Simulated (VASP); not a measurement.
Ta2N: relaxation of cell and atoms with r2SCAN

Ta2N:

```xyz
3
Lattice="3.1129 0.0000 0.0000 -1.5564 2.6958 0.0000 0.0000 0.0000 4.8698" Properties=species:S:1:pos:R:3 pbc="T T T"
Ta    0.0000    1.7972    1.2404
Ta    1.5564    0.8986    3.6294
N     0.0000    0.0000    0.0000
```

```json
{
  "Program": "VASP 6.6.1",
  "Task": "relaxation of cell and atoms",
  "Functional": "r2SCAN",
  "Potentials or basis": "VASP PAW PBE potentials, release 64 (Ta_pv, N)",
  "Cutoff": "600 eV",
  "k mesh": "10 × 10 × 6",
  "Occupations": "fermi-dirac, width 0.05 eV",
  "Spin": "no spin polarisation",
  "Target pressure": "10 GPa",
  "Dipole correction": "no",
  "Further INCAR settings": "ALGO = Normal; EDIFF = 1e-06; IBRION = 2; EDIFFG = -0.01; NSW = 60; ISIF = 3"
}
```

- Relaxed volume: 12.97 Å³/atom
- Relaxed cell: a = 3.040 Å, b = 3.040 Å, c = 4.862 Å, α = 90.00°, β = 90.00°, γ = 120.00°
- Space group after relaxing (to 0.1 Å): P-3m1 (No. 164)
- Energy change on relaxing (the run minimises the enthalpy): +7.2 meV/atom
- Ionic steps: 11
- Pressure after relaxing: 10.0 GPa
- Band gap on the k mesh: zero (an odd number of electrons rules out a gap without spin polarisation)

Step by step:
```csv
step,energy change (eV),largest force (eV/Å),pressure (GPa),volume (Å³)
1,0.0000,0.1783,-4.25,40.87
2,1.1403,1.3360,70.07,34.11
3,0.0234,0.4232,9.42,39.09
4,0.0285,0.4350,10.15,39.00
5,0.0308,0.4404,10.47,38.97
6,0.0267,0.0686,10.47,38.86
7,0.0269,0.0865,10.45,38.86
8,0.0155,0.0362,9.09,39.02
9,0.0169,0.0435,9.28,38.99
10,0.0313,0.0771,11.33,38.77
11,0.0215,0.0009,10.00,38.91
```

Final structure:
```cif
data_structure
_symmetry_space_group_name_H-M 'P 1'
_symmetry_Int_Tables_number 1
_cell_length_a 3.0399
_cell_length_b 3.0399
_cell_length_c 4.8624
_cell_angle_alpha 90.000
_cell_angle_beta 90.000
_cell_angle_gamma 120.000
_cell_volume 38.91
loop_
_atom_site_label
_atom_site_type_symbol
_atom_site_fract_x
_atom_site_fract_y
_atom_site_fract_z
_atom_site_occupancy
Ta1 Ta 0.33333 0.66667 0.25888 1
Ta2 Ta 0.66667 0.33333 0.74112 1
N1 N 0.00000 0.00000 0.00000 1
```

Levels at points of the mesh, in eV from the Fermi level:
```
           k point  band 12  band 13  band 14  band 15  band 16  band 17
(0.00, 0.00, 0.00)    -0.89    -0.26    -0.26     0.02     0.57     0.57
(0.50, 0.00, 0.00)    -2.99    -1.52     1.54     2.25     4.37     4.39
(0.00, 0.00, 0.50)    -2.99    -1.09    -1.09     1.79     2.60     2.61
(0.50, 0.00, 0.50)    -2.50    -2.30    -0.72     0.70     3.94     4.19
```

Run time: 18 min on 1 thread of Intel(R) Xeon(R) Platinum 8488C (Sapphire Rapids) (shared host), peak memory 0.22 GiB.

Caveat: the cell is relaxed towards a set pressure, so the run minimises the enthalpy, not the energy; the PAW data sets were made with another functional, which shifts forces and pressure a little; spin-orbit coupling is left out, which moves the levels of the heavy elements.
